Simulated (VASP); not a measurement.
A run of VASP 6.6.1 is set up as follows.

File INCAR:

```
SYSTEM = Rh
ALGO     = Fast           ! electronic algorithm
EDIFF    = 1E-6           ! SCF threshold, eV
ENCUT    = 520            ! plane-wave cutoff, eV
GGA      = PS             ! functional
ISIF     = 2              ! what is computed and relaxed
ISMEAR   = 0              ! smearing method
LASPH    = .TRUE.         ! aspherical terms in the spheres
LCHARG   = .FALSE.        ! write CHGCAR
LREAL    = .FALSE.        ! projectors in reciprocal space
LWAVE    = .FALSE.        ! write WAVECAR
NBANDS   = 54             ! bands
NELM     = 100            ! most SCF steps
PREC     = Accurate       ! precision mode
SIGMA    = 0.15           ! smearing width, eV
```

Contents of KPOINTS:

```
k-points
0
G
  25 25 5
  0 0 0
```

POSCAR

```
Rh
1.0
    1.8899965795     -1.8899965795      0.0000000000
    1.8899965795      0.0000000000     -1.8899965795
    7.7043238853      7.7043238853      7.7043238853
Rh
6
Direct
    0.6666666667      0.6666666667      0.0817557607
    0.0000000000      0.0000000000      0.8994769121
    0.3333333333      0.3333333333      0.2452999910
    0.6666666667      0.6666666667      0.5723884516
    0.0000000000      0.0000000000      0.4088442213
    0.3333333333      0.3333333333      0.7359326818
```

Potentials or basis: VASP PAW PBE potentials, release 64 (Rh_pv).

Launch:

```bash
$ cat potpaw_PBE.64/Rh_pv/POTCAR > POTCAR
$ mpirun -np 1 vasp_std > vasp.out
```

Predict the band gap on the k mesh.

zero (bands 45 and 46 overlap by 2.09 eV).

Predict the pressure.

-4.0 GPa.

Predict the largest force.

0.985 eV/Å.

Forces on the atoms (eV/Å):
```
Rh  -0.569 -0.569 -0.569
Rh   0.569  0.569  0.569
Rh  -0.122 -0.122 -0.122
Rh   0.018  0.018  0.018
Rh  -0.018 -0.018 -0.018
Rh   0.122  0.122  0.122
```

Caveat: the cell differs from its parent crystal (the distance across one plane changed); the cell stands under tension; the PAW data sets were made with another functional, which shifts forces and pressure a little.
